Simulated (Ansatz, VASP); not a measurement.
# Ge4MoPt: VASP beside Ansatz

```xyz
12
Lattice="7.2174 0.0000 -0.0027 0.0000 3.5354 0.0000 -0.8237 0.0000 8.0203" Properties=species:S:1:pos:R:3 pbc="T T T"
Ge    1.4030    2.6515    4.0735
Ge    6.5854    2.6515    2.5775
Ge    4.9907    0.8838    3.9440
Ge   -0.1917    0.8838    5.4400
Ge    0.9289    0.8838    0.6969
Ge    3.0501    0.8838    6.9683
Ge    5.4648    2.6515    7.3206
Ge    3.3436    2.6515    1.0492
Mo    0.9958    2.6515    6.8577
Mo    5.3979    0.8838    1.1598
Pt    2.7218    0.8838    2.7430
Pt    3.6718    2.6515    5.2745
```

Alike in both runs: functional PBE; k mesh 4 × 10 × 4; occupations gaussian, width 0.1 eV; no spin polarisation.

Ansatz relaxed the structure, and its values are those at the end. VASP's run is a single point on that final structure, the one shown.

```csv
,VASP,Ansatz
version,VASP 6.6.1,Ansatz 0.2.0
potentials or method,"VASP PAW PBE potentials, release 64 (Ge_d, Mo_sv, Pt), cutoff 520 eV","scalar-relativistic, plane waves, PAW"
valence electrons in the cell,160,176
```

```tsv
	VASP	Ansatz	Ansatz less VASP
gap on the k mesh at the Fermi level (eV)	none	none	-
pressure (GPa)	0.1	0.0	-0.12
rms of the force components (eV/Å)	0.005	0.003	-0.0015
```

A gap of «none» marks a metal or a gap that the smearing closes. The functional is the same, so the differences come from potentials, cutoffs and numerics. VASP's potentials hold 160 valence electrons a cell and Ansatz's 176, so a difference there can come from the potentials and not from the codes.

Spin-orbit coupling is off throughout.
